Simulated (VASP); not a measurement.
## GaAs: phonons with r2SCAN

GaAs:

```
Ga As
1.0
     2.80877    2.80877    0.00000
    -2.80877    2.80877    0.00000
     0.00000    2.80877    2.80877
Ga As
1 1
Direct
  0.00000 0.00000 0.00000
  0.75000 0.25000 0.50000
```

```json
{
 "Program": "VASP 6.6.1",
 "Task": "phonons",
 "Functional": "r2SCAN",
 "Potentials or basis": "VASP PAW PBE potentials, release 64 (Ga_d, As)",
 "Cutoff": "520 eV",
 "k mesh": "8 × 8 × 8",
 "Occupations": "gaussian, width 0.01 eV",
 "Spin": "no spin polarisation",
 "Dipole correction": "no",
 "Further INCAR settings": "ALGO = Normal; EDIFF = 1e-08; NBANDS = 16; IBRION = 6; POTIM = 0.015; NSW = 1"
}
```

The highest phonon frequency at Γ, LO-TO splitting left out is 275 cm⁻¹.

Phonon frequencies in cm⁻¹ (negative: imaginary):
| q point | frequencies |
| --- | --- |
| (0.000, 0.000, 0.000) | -1 -1 -1 275 275 275 |

Run time: 18 min on 1 thread of AMD EPYC 9R45 (Zen 5), with other jobs on the host, peak memory 0.23 GiB.

Caveat: the cell stands under pressure or tension, which shifts response properties.
